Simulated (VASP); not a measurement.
Runs of VASP 6.6.1 on TePb. The structure is that of space group Fm-3m (No. 225), or close to it. The cells are those of the table. 

```csv
level,potentials or basis,spin,cell,k mesh,cutoff (eV),smearing,gap on the mesh (eV),pressure (GPa),moment (μB)
PBEsol,"VASP PAW PBE potentials, release 64 (Te, Pb_d)","collinear, zero start","a = 4.626 Å, angles 60.0°, 2 atoms",4 × 4 × 4,520,gaussian 0.1 eV,0.74,-1.9,0.00
PBE,"VASP PAW PBE potentials, release 64 (Te, Pb_d)",off,"a = 4.626 Å, angles 60.0°, 2 atoms",4 × 4 × 4,520,gaussian 0.1 eV,0.82,0.5,-
PBE,"VASP PAW PBE potentials, release 64 (Te, Pb_d)",off,"a = 4.626 Å, angles 60.0°, 2 atoms",4 × 4 × 4,500,gaussian 0.1 eV,0.81,0.4,-
PBE,"VASP PAW PBE potentials, release 64 (Te, Pb_d)","collinear, zero start","a = 4.626 Å, angles 60.0°, 2 atoms",4 × 4 × 4,520,gaussian 0.1 eV,0.81,0.5,0.00
PBE,"VASP PAW PBE potentials, release 64 (Te, Pb_d)",off,"a = 4.413 Å, angles 60.0°, 2 atoms",2 × 2 × 2,500,gaussian 0.1 eV,0.39,(a),-
PBE,"VASP PAW PBE potentials, release 64 (Te, Pb_d)",off,"a = 4.626 Å, angles 60.0°, 2 atoms",1 × 1 × 1,500,gaussian 0.1 eV,-,22.0,-
PBE,"VASP PAW PBE potentials, release 64 (Te, Pb_d)",off,"a = 4.626 Å, angles 60.0°, 2 atoms",3 × 3 × 3,500,gaussian 0.1 eV,-,0.4,-
PBEsol,"VASP PAW PBE potentials, release 64 (Te, Pb_d)",off,"a = 4.626 Å, angles 60.0°, 2 atoms",4 × 4 × 4,500,fermi-dirac 0.051704 eV,0.74,-1.9,-
LDA,"VASP PAW LDA potentials, release 64 (Te, Pb_d)",off,"a = 4.626 Å, angles 60.0°, 2 atoms",4 × 4 × 4,500,methfessel-paxton 0.047 eV,0.71,(b),-
PBE,"VASP PAW PBE potentials, release 64 (Te, Pb_d)",off,"a = 4.626 Å, angles 60.0°, 2 atoms",4 × 4 × 4,500,gaussian 0.01 eV,0.81,0.4,-
PBE,"VASP PAW PBE potentials, release 64 (Te, Pb_d)",off,"a = 4.626 Å, angles 60.0°, 2 atoms",4 × 4 × 4,500,fermi-dirac 0.051704 eV,0.81,0.4,-
```

Alike in all rows: task single point.

Problem. Fill in the values left out.

Solution. (a) 18.3; (b) -3.0.

Caveats: some runs use coarse meshes; spin-orbit coupling is left out, which moves the levels of the heavy elements; the PAW data sets were made with another functional, which shifts forces and pressure a little (some runs).

A k mesh can miss the band edges, and the runs leave out spin-orbit coupling on Pb, Te.
